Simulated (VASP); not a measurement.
# O (R-3m) in VASP: notebook

The runs below take O through single point, relaxation of shape and atoms at fixed volume, with PBE+D3(BJ).

Program: VASP 6.6.1. These are calculated values, not measurements. Logs are shortened: lines on timing, memory, paths and dates and some standing lists are left out, and cuts for length are marked.

**1. The cell of the first run**

The structure is trigonal, space group R-3m (No. 166). Conventional cell: a = 3.552 Å, b = 3.552 Å, c = 11.831 Å, α = 90.00°, β = 90.00°, γ = 120.00°. O (site symmetry 3m) has 1 O at 1.22 Å within 1.6 Å.

**2. Single point, PBE+D3(BJ), collinear spin, ferromagnetic start (21.54 Å³/atom)**

INCAR

```
ALGO = Normal ; EDIFF = 1E-7
ENCUT = 520 ; GGA = PE
ISIF = 2 ; ISMEAR = 0
ISPIN = 2 ; IVDW = 12
LASPH = T ; LCHARG = T
LELF = T ; LORBIT = 11
LREAL = F ; LVHAR = T
LWAVE = F ; MAGMOM = 0.61 0.61
NBANDS = 17 ; NELM = 150
PREC = Accurate ; SIGMA = 0.02
```

KPOINTS

```
k-points
0
Gamma
  9 9 9
```

POSCAR

```
O
1.0
    1.7758720687      1.0253002169      3.9437203106
   -1.7758720687      1.0253002169      3.9437203106
    0.0000000000     -2.0506004338      3.9437203106
O
2
Direct
    0.9484979349      0.9484979349      0.9484979349
    0.0515020651      0.0515020651      0.0515020651
```

Potentials or basis: VASP PAW PBE potentials, release 64 (O).

The run is started by

```
> cat potpaw_PBE.64/O/POTCAR > POTCAR
> mpirun -np 1 vasp_std > vasp.out
```

OUTCAR:

```text
EDIFF = 1E-7
   ENCUT = 520
   GGA = PE
   ISIF = 2
   ISMEAR = 0
   ISPIN = 2
   IVDW = 12
   LASPH = T
   LORBIT = 11
   LREAL = F
   NELM = 150
   PREC = Accurate
 IVDW          = 12

 ion  position               nearest neighbor table
   1  0.948  0.948  0.948-   2 1.22
   2  0.052  0.052  0.052-   1 1.22

  LATTYP: Found a trigonal (rhomboedric) cell.
 ALAT       =     4.4449850424
 COS(alpha) =     0.6807633527

  Lattice vectors:

 A1 = (   1.7758720687,   1.0253002169,   3.9437203106)
 A2 = (  -1.7758720687,   1.0253002169,   3.9437203106)
 A3 = (   0.0000000000,  -2.0506004338,   3.9437203106)

Analysis of symmetry for initial positions (statically):
=====================================================================
 Subroutine PRICEL returns:
 Original cell was already a primitive cell.

 Routine SETGRP: Setting up the symmetry group for a
 trigonal (rhombohedral) supercell.

 Subroutine GETGRP returns: Found 12 space group operations
 (whereof 12 operations were pure point group operations)
 out of a pool of 12 trial point group operations.

The static configuration has the point symmetry D_3d.

Analysis of symmetry for dynamics (positions and initial velocities):
=====================================================================
 Subroutine PRICEL returns:
 Original cell was already a primitive cell.

 Routine SETGRP: Setting up the symmetry group for a
 trigonal (rhombohedral) supercell.

 Subroutine GETGRP returns: Found 12 space group operations
 (whereof 12 operations were pure point group operations)
 out of a pool of 12 trial point group operations.

The dynamic configuration has the point symmetry D_3d.

Analysis of structural, dynamic, and magnetic symmetry:
=====================================================================
 Subroutine PRICEL returns:
 Original cell was already a primitive cell.

 Routine SETGRP: Setting up the symmetry group for a
 trigonal (rhombohedral) supercell.

 Subroutine GETGRP returns: Found 12 space group operations
 (whereof 12 operations were pure point group operations)
 out of a pool of 12 trial point group operations.

The overall configuration has the point symmetry D_3d.

 Subroutine INISYM returns: Found 12 space group operations
 (whereof 12 operations are pure point group operations),
 and found     1 'primitive' translations

----------------------------------------------------------------------------------------

                                     Primitive cell

  volume of cell :      43.0844

  direct lattice vectors                    reciprocal lattice vectors
     1.775872069  1.025300217  3.943720311     0.281551813  0.162554015  0.084522559
    -1.775872069  1.025300217  3.943720311    -0.281551813  0.162554015  0.084522559
     0.000000000 -2.050600434  3.943720311     0.000000000 -0.325108030  0.084522559

  length of vectors
     4.444985042  4.444985042  4.444985042     0.335915605  0.335915605  0.335915605

  position of ions in fractional coordinates (direct lattice)
     0.948497935  0.948497935  0.948497935
     0.051502065  0.051502065  0.051502065

  ion indices of the primitive-cell ions
   primitive index   ion index
                 1           1
                 2           2

----------------------------------------------------------------------------------------

 KPOINTS: k-points

Automatic generation of k-mesh.
 Grid dimensions read from file:
 generate k-points for:    9    9    9

 Generating k-lattice:

  Cartesian coordinates                     Fractional coordinates (reciprocal lattice)
     0.031283535  0.018061557  0.009391395     0.111111111  0.000000000  0.000000000
    -0.031283535  0.018061557  0.009391395     0.000000000  0.111111111  0.000000000
     0.000000000 -0.036123114  0.009391395     0.000000000  0.000000000  0.111111111

  Length of vectors
     0.037323956  0.037323956  0.037323956

  Shift w.r.t. Gamma in fractional coordinates (k-lattice)
     0.000000000  0.000000000  0.000000000

 Subroutine IBZKPT returns following result:
 ===========================================

 Found     85 irreducible k-points:

 Following reciprocal coordinates:
            Coordinates               Weight
  0.000000  0.000000  0.000000      1.000000
  0.111111  0.000000  0.000000      6.000000
  0.222222  0.000000  0.000000      6.000000
  0.333333  0.000000 -0.000000      6.000000
  0.444444  0.000000  0.000000      6.000000
  0.111111  0.111111  0.000000      6.000000
[... 16 lines left out ...]
 -0.333333  0.333333  0.000000      6.000000
  0.444444  0.444444  0.000000      6.000000
 [... further k-points ...]
   k-points           NKPTS =     85   k-points in BZ     NKDIM =     85   number of bands    NBANDS=     17
   number of dos      NEDOS =    301   number of ions     NIONS =      2
   total plane-waves  NPLWV =  46656
   dimension x,y,z NGX =    36 NGY =   36 NGZ =   36
   dimension x,y,z NGXF=    72 NGYF=   72 NGZF=   72
   ions per type =               2
   NGX,Y,Z   is equivalent  to a cutoff of  13.46, 13.46, 13.46 a.u.
   NGXF,Y,Z  is equivalent  to a cutoff of  26.93, 26.93, 26.93 a.u.
 SYSTEM =  unknown system
   PREC   = accura    normal or accurate (medium, high low for compatibility)
   ISTART =      0    job   : 0-new  1-cont  2-samecut
   ICHARG =      2    charge: 1-file 2-atom 10-const
   ISPIN  =      2    spin polarized calculation?
   LNONCOLLINEAR =      F non collinear calculations
   LSORBIT =      F    spin-orbit coupling
   LASPH  =      T    aspherical Exc in radial PAW
   ENCUT  =  520.0 eV  38.22 Ry    6.18 a.u.   8.26  8.26  8.26*2*pi/ulx,y,z
   NELM   =    150;   NELMIN=  2; NELMDL= -5     # of ELM steps
   EDIFF  = 0.1E-06   stopping-criterion for ELM
   LREAL  =      F    real-space projection
   EDIFFG = 0.1E-05   stopping-criterion for IOM
   NSW    =      0    number of steps for IOM
   IBRION =     -1    ionic relax: 0-MD 1-quasi-New 2-CG
   NFREE  =      0    steps in history (QN), initial steepest desc. (CG)
   ISIF   =      2    stress and relaxation
   ISYM   =      2    0-nonsym 1-usesym 2-fastsym
   POTIM  = 0.5000    time-step for ionic-motion
   TEBEG  =    0.0;   TEEND  =   0.0 temperature during run
   PSTRESS=    0.0 pullay stress
   NELECT =      12.0000    total number of electrons
   NUPDOWN=      -1.0000    fix difference up-down
   EMIN   =  10.00;   EMAX   =-10.00  energy-range for DOS
   EFERMI =   0.00;   METHOD = LEGACY
   ISMEAR =     0;   SIGMA  =   0.02  broadening in eV -4-tet -1-fermi 0-gaus
   EFERMI_NEDOS =   21; number of points for ismear=-14 and -15
   IALGO  =     38    algorithm
   IMIX   =      4    mixing-type and parameters
     AMIX     =   0.40;   BMIX     =  1.00
     AMIX_MAG =   1.60;   BMIX_MAG =  1.00
  volume/ion in A,a.u.               =      21.54       145.37
  Fermi-wavevector in a.u.,A,eV,Ry     =   1.069125  2.020354 15.551848  1.143029
  Thomas-Fermi vector in A             =   2.204795
   LORBIT       =     11    0 simple, 1 ext, 2 COOP (PROOUT), +10 PAW based schemes
   GGA     = PE    functional components
   LHFCALC =     F    Hartree Fock is set to
   AEXX    =    0.0000 exact exchange contribution
   IVDW    =    12    specifies the selected vdW correction
   LEPSILON=     F    determine dielectric tensor
   LRPA    =     F    only Hartree local field effects (RPA)
 spin polarized calculation
 Gauss-broadening in eV      SIGMA  =   0.02
  energy-cutoff  :      520.00
  volume of cell :       43.08
 maximum number of plane-waves:      1197
 NGX is ok and might be reduce to    36
   NGX = 17   NGY = 17   NGZ = 17

 number of electron      12.0000001 magnetization       2.0000004

 Free energy of the ion-electron system (eV)
  ---------------------------------------------------
  ext. energy  EPLUGINS =         0.00000000
  ---------------------------------------------------
  free energy    TOTEN  =        -9.88880242 eV

  energy without entropy =       -9.88880242  energy(sigma->0) =       -9.88880242

 E-fermi :  -3.2189     XC(G=0):  -6.5100

 val. band max:       -3.3084344530   @ k =   0.4444   0.4444   0.4444
 cond. band min:      -1.7006800583   @ k =   0.4444   0.4444   0.0000
 fundamental gap:      1.6077543947
 Fermi energy:        -3.2188580022

 spin component 1

 k-point     1 :       0.0000    0.0000    0.0000
  band No.  band energies     occupation
      1     -29.5543      1.00000
      2     -17.1747      1.00000
      3     -10.5041      1.00000
      4      -9.8637      1.00000
      5      -9.8637      1.00000
      6      -3.3998      1.00000
[... 9 lines left out ...]
     16      16.9843      0.00000
     17      19.0817      0.00000
[... 441 lines left out ...]
 k-point    24 :       0.4444    0.4444    0.0000
  band No.  band energies     occupation
      1     -29.5049      1.00000
      2     -17.2342      1.00000
      3     -10.3761      1.00000
      4     -10.0193      1.00000
      5      -9.9997      1.00000
      6      -3.8812      1.00000
[... 9 lines left out ...]
     16      19.5806      0.00000
     17      20.9939      0.00000

 [... further k-points ...]

 spin component 2

 k-point     1 :       0.0000    0.0000    0.0000
  band No.  band energies     occupation
      1     -28.3528      1.00000
      2     -15.3614      1.00000
      3      -9.6527      1.00000
      4      -7.9334      1.00000
      5      -7.9334      1.00000
      6      -1.0263      0.00000
[... 9 lines left out ...]
     16      17.3710      0.00000
     17      19.1693      0.00000
[... 441 lines left out ...]
 k-point    24 :       0.4444    0.4444    0.0000
  band No.  band energies     occupation
      1     -28.3000      1.00000
      2     -15.4418      1.00000
      3      -9.0976      1.00000
      4      -8.5624      1.00000
      5      -8.1247      1.00000
      6      -1.7007      0.00000
[... 9 lines left out ...]
     16      19.8452      0.00000
     17      21.0751      0.00000

 [... further k-points ...]

------------------------ aborting loop because EDIFF is reached ----------------------------------------

 Edisp (eV)   -0.06922

 E8    (eV) :    -0.0159

  FORCE on cell =-STRESS in cart. coord.  units (eV):
  Direction    XX          YY          ZZ          XY          YZ          ZX
  --------------------------------------------------------------------------------------
  -------------------------------------------------------------------------------------
  Total      -0.06816    -0.06816     1.28377     0.00000    -0.00000     0.00000
  in kB      -2.53473    -2.53473    47.73934     0.00000    -0.00000     0.00000
  external pressure =       14.22 kB  Pullay stress =        0.00 kB

 VOLUME and BASIS-vectors are now :
 -----------------------------------------------------------------------------
  energy-cutoff  :      520.00
  volume of cell :       43.08
      direct lattice vectors                 reciprocal lattice vectors
     1.775872069  1.025300217  3.943720311     0.281551813  0.162554015  0.084522559
    -1.775872069  1.025300217  3.943720311    -0.281551813  0.162554015  0.084522559
     0.000000000 -2.050600434  3.943720311     0.000000000 -0.325108030  0.084522559

 POSITION                                       TOTAL-FORCE (eV/Angst)
 -----------------------------------------------------------------------------------
      0.00000      0.00000     11.22183         0.000000      0.000000     -1.141507
      0.00000      0.00000      0.60933         0.000000     -0.000000      1.141507
 -----------------------------------------------------------------------------------
    total drift:                               -0.000000     -0.000000      0.000000

  FREE ENERGIE OF THE ION-ELECTRON SYSTEM (eV)
  ---------------------------------------------------
  free  energy   TOTEN  =        -9.9580269111 eV

  energy  without entropy=       -9.9580269111  energy(sigma->0) =       -9.95802691

 total charge

# of ion       s       p       d       tot
------------------------------------------
    1        1.612   3.298   0.000   4.910
    2        1.612   3.298   0.000   4.910
--------------------------------------------------
tot          3.224   6.595   0.000   9.820

 magnetization (x)

# of ion       s       p       d       tot
------------------------------------------
    1        0.010   0.799   0.000   0.809
    2        0.010   0.799   0.000   0.809
--------------------------------------------------
tot          0.021   1.598   0.000   1.619
```

Wall time 3.3 min (1 thread of Oxide Virtual Turin-like, shared host); peak memory 0.25 GiB.

Results:

```
Free energy                                           : -9.9580 eV
Pressure                                              : 1.4 GPa
Largest force                                         : 1.142 eV/Å
Band gap on the k mesh                                : 1.61 eV (least direct gap 1.65 eV)
Net moment                                            : 2.00 μB per cell
Site moments                                          : O +0.81 μB
Valence electrons inside the program's atomic spheres : O 4.91
Dispersion energy per atom                            : -0.035 eV
```

Forces in eV/Å, atoms in the order of the input:
```
O    0.000  0.000 -1.142
O    0.000  0.000  1.142
```

Caveat: the standard files for N, O and F lose accuracy on very short bonds; the stress differs along the axes, from -0 to 5 GPa; forces of over 1 eV/Å act on the atoms, so gaps and moduli don't describe the material at rest. A k mesh can miss the band edges.

**3. Relaxation of shape and atoms at fixed volume, PBE+D3(BJ), collinear spin, ferromagnetic start (18.40 Å³/atom)**

This run uses another cell than the first one, of 18.40 Å³/atom.

INCAR

```
SYSTEM = O
ALGO = Normal ; EDIFF = 1E-7
EDIFFG = -0.01 ; ENCUT = 600
GGA = PE ; IBRION = 2
ISIF = 4 ; ISMEAR = 0
ISPIN = 2 ; IVDW = 12
LASPH = .True. ; LCHARG = .False.
LORBIT = 11 ; LREAL = .False.
LWAVE = .False. ; MAGMOM = 0.61 0.61
NELM = 150 ; NSW = 50
PREC = Accurate ; SIGMA = 0.02
```

KPOINTS

```
k-points
0
Gamma
  9 9 9
  0 0 0
```

POSCAR

```
O
1.0
    1.6845498280      0.9725752967      3.7446151013
   -1.6845498280      0.9725752967      3.7446151013
    0.0000000000     -1.9451505934      3.7446151012
O
2
Direct
    0.9463778981      0.9463778981      0.9463778981
    0.0536221019      0.0536221019      0.0536221019
```

Potentials or basis: VASP PAW PBE potentials, release 64 (O).

The run is started by

```
> cat potpaw_PBE.64/O/POTCAR > POTCAR
> mpirun -np 1 vasp_std > vasp.out
```

It took 15 min on 1 thread of Oxide Virtual Turin-like, shared host; peak memory 0.24 GiB.

Results (log left out):

```
Free energy                                           : -9.9651 eV
Pressure after relaxing                               : 0.2 GPa
Band gap on the k mesh                                : 1.38 eV (least direct gap 1.42 eV)
Net moment                                            : 2.00 μB per cell
Site moments                                          : O +0.81 μB
Valence electrons inside the program's atomic spheres : O 4.89
Dispersion energy per atom                            : -0.043 eV
```

Stress tensor (GPa, compression positive):
```
0.23 0.00 0.00
0.00 0.23 0.00
0.00 0.00 0.12
```

Final structure:
```xyz
2
Lattice="1.6947 0.9785 3.6998 -1.6947 0.9785 3.6998 0.0000 -1.9569 3.6998" Properties=species:S:1:pos:R:3 pbc="T T T"
O     0.0000    0.0000   10.4828
O     0.0000    0.0000    0.6165
```

Levels at points of the mesh, in eV from the valence-band top:
Spin up:
| k point | band 5 | band 6 | band 7 | band 8 | band 9 | band 10 |
| --- | --- | --- | --- | --- | --- | --- |
| (0.00, 0.00, 0.00) | -6.31 | -0.15 | -0.15 | 6.83 | 10.31 | 14.25 |
Spin down:
```tsv
k point	band 1	band 2	band 3	band 4	band 5	band 6	band 7	band 8	band 9	band 10
(0.00, 0.00, 0.00)	-24.75	-12.08	-6.53	-4.36	-4.36	2.23	2.23	7.24	11.33	14.33
```

Caveat: the standard files for N, O and F lose accuracy on very short bonds.
